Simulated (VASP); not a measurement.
Ge:

```xyz
2
Lattice="-2.4959 2.6509 1.4369 2.4959 -2.6509 1.4369 2.4959 2.6509 -1.4369" Properties=species:S:1:pos:R:3 pbc="T T T"
Ge    2.4959   -1.3254    1.2529
Ge    0.0000    3.9763    0.1841
```

Program: VASP 6.6.1. Alike in all runs: task single point; level r2SCAN; potentials or basis VASP PAW PBE potentials, release 64 (Ge_d); no spin polarisation; cell as given; cutoff (eV) 520; smearing fermi-dirac 0.15 eV. Hardware: 1 thread of Intel(R) Xeon(R) Platinum 8375C CPU @ 2.90GHz (Ice Lake), with other jobs on the host.

Question: Order these runs on this cell by their wall time, lowest first.
A. k mesh 7 × 7 × 7
B. k mesh 5 × 5 × 5
C. k mesh 3 × 3 × 3

Answer: C (26 s), B (78 s), A (170 s).

Caveats: all runs use coarse meshes.
